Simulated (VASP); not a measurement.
Input of a VASP 6.6.1 run:

Contents of INCAR:

```
PREC = Accurate
ENCUT = 520
EDIFF = 1E-6
ISMEAR = 0
SIGMA = 0.1
LREAL = False
LASPH = True
NELM = 60
ALGO = Normal
ISIF = 2
LWAVE = False
LCHARG = False
LDIPOL = True
IDIPOL = 3
DIPOL = 0.5 0.5 0.509
GGA = PE
IVDW = 12
NBANDS = 24
```

Contents of KPOINTS:

```
Automatic mesh
0
Gamma
  12 12 1
```

File POSCAR:

```
HC7
1.0
    2.4649634470      0.0000000000      0.0000000000
   -1.2324817235      2.1347209645      0.0000000000
    0.0000000000      0.0000000000     26.8405390229
C H
7 1
Direct
    0.0000000000      0.0000000000      0.3166851511
    0.3333333333      0.6666666667      0.3166851453
    0.0000000000      0.0000000000      0.4418334295
    0.6666666667      0.3333333333      0.4418329704
    0.0000000000      0.0000000000      0.5677707289
    0.3333333333      0.6666666667      0.5677179354
    0.0000000000      0.0000000000      0.6874901441
    0.0000000000      0.0000000000      0.7292990665
```

Potentials or basis: VASP PAW PBE potentials, release 64 (C, H).

Command:

```console
$ cat potpaw_PBE.64/C/POTCAR potpaw_PBE.64/H/POTCAR > POTCAR
$ mpirun -np 1 vasp_std > vasp.out
```

Predict the dispersion energy per atom.

-0.128 eV.

What does it give for the largest force?

0.051 eV/Å.

Forces in eV/Å, atoms in the order of the input:
```
C    0.000  0.000  0.012
C    0.000  0.000 -0.017
C    0.000  0.000  0.003
C    0.000  0.000  0.002
C    0.000  0.000  0.012
C    0.000  0.000 -0.007
C    0.000  0.000 -0.051
H    0.000  0.000  0.046
```
